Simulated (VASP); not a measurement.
# AlN (Fm-3m) in VASP: further runs, part 3 of 3

VASP 6.6.1.

**5. Electric field gradients, LDA**

This run uses another cell than the first one, of 7.74 Å³/atom, 1.042 times its volume.

INCAR

```
SYSTEM = AlN
PREC     = Accurate       ! precision mode
ENCUT    = 520            ! plane-wave cutoff, eV
EDIFF    = 1E-8           ! SCF threshold, eV
ISMEAR   = -1             ! smearing method
SIGMA    = 0.02           ! smearing width, eV
LREAL    = .FALSE.        ! projectors in reciprocal space
LASPH    = .TRUE.         ! aspherical terms in the spheres
NELM     = 80             ! most SCF steps
ALGO     = Normal         ! electronic algorithm
ISIF     = 2              ! what is computed and relaxed
LWAVE    = .FALSE.        ! write WAVECAR
LCHARG   = .FALSE.        ! write CHGCAR
LEFG     = .TRUE.       
NBANDS   = 11             ! bands
```

KPOINTS

```
regular mesh
0
G
  10 10 10
  0 0 0
```

POSCAR

```
AlN
1.0
    0.0000000000      1.9780000000      1.9780000000
    1.9780000000      0.0000000000      1.9780000000
    1.9780000000      1.9780000000      0.0000000000
Al N
1 1
Direct
    0.0000000000      0.0000000000      0.0000000000
    0.5000000000      0.5000000000      0.5000000000
```

Potentials or basis: VASP PAW LDA potentials, release 64 (Al, N).

The run is started by

```bash
> cat potpaw_LDA.64/Al/POTCAR potpaw_LDA.64/N/POTCAR > POTCAR
> mpirun -np 1 vasp_std > vasp.out
```

OUTCAR:

```text
SYSTEM = AlN
   PREC = Accurate
   ENCUT = 520
   EDIFF = 1E-8
   ISMEAR = -1
   LREAL = .FALSE.
   LASPH = .TRUE.
   NELM = 80
   ISIF = 2

 ion  position               nearest neighbor table
   1  0.000  0.000  0.000-   2 1.98   2 1.98   2 1.98   2 1.98   2 1.98   2 1.98
   2  0.500  0.500  0.500-   1 1.98   1 1.98   1 1.98   1 1.98   1 1.98   1 1.98

  LATTYP: Found a face centered cubic cell.
 ALAT       =     3.9560000000

  Lattice vectors:

 A1 = (   0.0000000000,   1.9780000000,   1.9780000000)
 A2 = (   1.9780000000,   0.0000000000,   1.9780000000)
 A3 = (   1.9780000000,   1.9780000000,   0.0000000000)

Analysis of symmetry for initial positions (statically):
=====================================================================
 Subroutine PRICEL returns:
 Original cell was already a primitive cell.

 Routine SETGRP: Setting up the symmetry group for a
 face centered cubic supercell.

 Subroutine GETGRP returns: Found 48 space group operations
 (whereof 48 operations were pure point group operations)
 out of a pool of 48 trial point group operations.

The static configuration has the point symmetry O_h .

Analysis of symmetry for dynamics (positions and initial velocities):
=====================================================================
 Subroutine PRICEL returns:
 Original cell was already a primitive cell.

 Routine SETGRP: Setting up the symmetry group for a
 face centered cubic supercell.

 Subroutine GETGRP returns: Found 48 space group operations
 (whereof 48 operations were pure point group operations)
 out of a pool of 48 trial point group operations.

The dynamic configuration has the point symmetry O_h .

 Subroutine INISYM returns: Found 48 space group operations
 (whereof 48 operations are pure point group operations),
 and found     1 'primitive' translations

----------------------------------------------------------------------------------------

                                     Primitive cell

  volume of cell :      15.4778

  direct lattice vectors                    reciprocal lattice vectors
     0.000000000  1.978000000  1.978000000    -0.252780586  0.252780586  0.252780586
     1.978000000  0.000000000  1.978000000     0.252780586 -0.252780586  0.252780586
     1.978000000  1.978000000  0.000000000     0.252780586  0.252780586 -0.252780586

  length of vectors
     2.797314426  2.797314426  2.797314426     0.437828819  0.437828819  0.437828819

  position of ions in fractional coordinates (direct lattice)
     0.000000000  0.000000000  0.000000000
     0.500000000  0.500000000  0.500000000

  ion indices of the primitive-cell ions
   primitive index   ion index
                 1           1
                 2           2

----------------------------------------------------------------------------------------

 KPOINTS: regular mesh

Automatic generation of k-mesh.
 Grid dimensions read from file:
 generate k-points for:   10   10   10

 Generating k-lattice:

  Cartesian coordinates                     Fractional coordinates (reciprocal lattice)
[... 77 lines left out ...]
   IALGO  =     38    algorithm
   IMIX   =      4    mixing-type and parameters
     AMIX     =   0.40;   BMIX     =  1.00
     AMIX_MAG =   1.60;   BMIX_MAG =  1.00
  volume/ion in A,a.u.               =       7.74        52.22
  Fermi-wavevector in a.u.,A,eV,Ry     =   1.313818  2.482756 23.485258  1.726118
  Thomas-Fermi vector in A             =   2.444114
   LORBIT       =      0    0 simple, 1 ext, 2 COOP (PROOUT), +10 PAW based schemes
   GGA     = CA    functional components
   LHFCALC =     F    Hartree Fock is set to
   AEXX    =    0.0000 exact exchange contribution
   IVDW    =     0    specifies the selected vdW correction
   LEPSILON=     F    determine dielectric tensor
   LRPA    =     F    only Hartree local field effects (RPA)
 non-spin polarized calculation
  energy-cutoff  :      520.00
  volume of cell :       15.48
 maximum number of plane-waves:       444
 NGX is ok and might be reduce to    24
   NGX = 11   NGY = 11   NGZ = 11

 number of electron       8.0000000 magnetization

 Free energy of the ion-electron system (eV)
  ---------------------------------------------------
  ext. energy  EPLUGINS =         0.00000000
  ---------------------------------------------------
  free energy    TOTEN  =       -16.20262001 eV

  energy without entropy =      -16.20262001  energy(sigma->0) =      -16.20262001

 E-fermi :  11.0645     XC(G=0): -12.8836

 val. band max:       10.5865331912   @ k =   0.0000   0.0000   0.0000
 cond. band min:      15.6555397257   @ k =   0.5000   0.5000   0.0000
 fundamental gap:      5.0690065345
 Fermi energy:        11.0645451524

 k-point     1 :       0.0000    0.0000    0.0000
  band No.  band energies     occupation
      1      -7.4337      2.00000
      2      10.5865      2.00000
      3      10.5865      2.00000
      4      10.5865      2.00000
      5      17.3375      0.00000
      6      22.8092      0.00000
      7      22.8092      0.00000
      8      22.8092      0.00000
      9      28.2158      0.00000
     10      28.6986      0.00000
     11      28.6986      0.00000
[... 309 lines left out ...]
 k-point    24 :       0.4000    0.3000    0.0000
  band No.  band energies     occupation
      1      -4.1468      2.00000
      2       4.4901      2.00000
      3       7.5844      2.00000
      4       8.1409      2.00000
      5      16.9012      0.00000
      6      17.7400      0.00000
      7      23.4516      0.00000
      8      26.7985      0.00000
      9      27.6365      0.00000
     10      32.9517      0.00000
     11      36.0449      0.00000

 [... further k-points ...]

------------------------ aborting loop because EDIFF is reached ----------------------------------------

  FORCE on cell =-STRESS in cart. coord.  units (eV):
  Direction    XX          YY          ZZ          XY          YZ          ZX
  --------------------------------------------------------------------------------------
  -------------------------------------------------------------------------------------
  Total        1.2784796      1.2784796      1.2784796      0.0000000      0.0000000      0.0000000
  in kB      132.3413360    132.3413360    132.3413360      0.0000000      0.0000000      0.0000000
  external PRESSURE =     132.3413360 kB  Pullay stress =       0.0000000 kB

 VOLUME and BASIS-vectors are now :
 -----------------------------------------------------------------------------
  energy-cutoff  :      520.00
  volume of cell :       15.48
      direct lattice vectors                 reciprocal lattice vectors
     0.000000000  1.978000000  1.978000000    -0.252780586  0.252780586  0.252780586
     1.978000000  0.000000000  1.978000000     0.252780586 -0.252780586  0.252780586
     1.978000000  1.978000000  0.000000000     0.252780586  0.252780586 -0.252780586

 POSITION                                       TOTAL-FORCE (eV/Angst)
 -----------------------------------------------------------------------------------
      0.00000      0.00000      0.00000        -0.000000     -0.000000     -0.000000
      1.97800      1.97800      1.97800         0.000000      0.000000      0.000000
 -----------------------------------------------------------------------------------
    total drift:                               -0.000000     -0.000000      0.000000

  FREE ENERGIE OF THE ION-ELECTRON SYSTEM (eV)
  ---------------------------------------------------
  free  energy   TOTEN  =       -16.2026200129 eV

  energy  without entropy=      -16.2026200129  energy(sigma->0) =      -16.20262001

 Electric field gradients (V/A^2)
---------------------------------------------------------------------
 ion       V_xx      V_yy      V_zz      V_xy      V_xz      V_yz
---------------------------------------------------------------------
   1      -0.000    -0.000    -0.000     0.000     0.000     0.000
   2      -0.000    -0.000     0.000     0.000     0.000     0.000
---------------------------------------------------------------------

 Electric field gradients after diagonalization (V/A^2)
 (convention: |V_zz| > |V_xx| > |V_yy|)
----------------------------------------------------------------------
 ion       V_xx      V_yy      V_zz     asymmetry (V_yy - V_xx)/ V_zz
----------------------------------------------------------------------
   1      -0.000    -0.000     0.000       0.000
   2      -0.000    -0.000     0.000       0.000
----------------------------------------------------------------------

           NMR quadrupolar parameters

 Cq : quadrupolar parameter    Cq=e*Q*V_zz/h
 eta: asymmetry parameters     (V_yy - V_xx)/ V_zz
 Q  : nuclear electric quadrupole moment in mb (millibarn)
----------------------------------------------------------------------
 ion       Cq(MHz)       eta       Q (mb)
----------------------------------------------------------------------
   1       0.000       0.000       1.000
   2       0.000       0.000       1.000
----------------------------------------------------------------------
```

It took 7.1 s on 1 thread of Intel Xeon 6975P-C, shared host; peak memory 0.12 GiB.

Results:

```
Free energy            : -16.2026 eV
Pressure               : 13.2 GPa
Band gap on the k mesh : 5.07 eV, indirect (least direct gap 6.75 eV)
```

Caveat: without QUAD_EFG the Cq values of the log hold for a quadrupole moment of 1 mb, not for the nuclei.

**6. Overview**

| cell | gap on the mesh (eV) | pressure (GPa) |
| --- | --- | --- |
| a = 2.760 Å, angles 60.0°, 2 atoms | 4.98 | 27.7 |
| a = 2.788 Å, angles 60.0°, 2 atoms | 5.05 | 16.6 |
| a = 2.797 Å, angles 60.0°, 2 atoms | 5.07 | 13.2 |

Alike in all rows: task electric field gradients; level LDA; potentials or basis VASP PAW LDA potentials, release 64 (Al, N); no spin polarisation; k mesh 10 × 10 × 10; cutoff (eV) 520; smearing fermi-dirac 0.02 eV.

Total energies depend on the potentials used, so only differences within one code and one set of settings carry meaning.
